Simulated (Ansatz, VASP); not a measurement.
# Two plane-wave programs on KF

```
K F
1.0
     0.00000    2.67667    2.67667
     2.67667    0.00000    2.67667
     2.67667    2.67667    0.00000
K F
1 1
Direct
  0.00000 0.00000 0.00000
  0.50000 0.50000 0.50000
```

Alike in both runs: functional r2SCAN; k mesh 10 × 10 × 10; occupations fermi-dirac, width 0.02 eV; no spin polarisation.

Ansatz relaxed the structure, and its values are those at the end. VASP's run is a single point on that final structure, the one shown.

|  | VASP | Ansatz |
| --- | --- | --- |
| version | VASP 6.6.1 | Ansatz 0.2.0 |
| potentials or method | VASP PAW PBE potentials, release 64 (K_sv, F), cutoff 520 eV | PAW plane waves |
| valence electrons in the cell | 16 | 16 |

|  | VASP | Ansatz | Ansatz less VASP |
| --- | --- | --- | --- |
| gap on the k mesh at the Fermi level (eV) | 6.80 | 6.81 | +0.005 |
| pressure (GPa) | -0.7 | -0.7 | +0.05 |

VASP's potentials were made for PBE, not for r2SCAN. Ansatz's warnings: stress scf threshold loose.
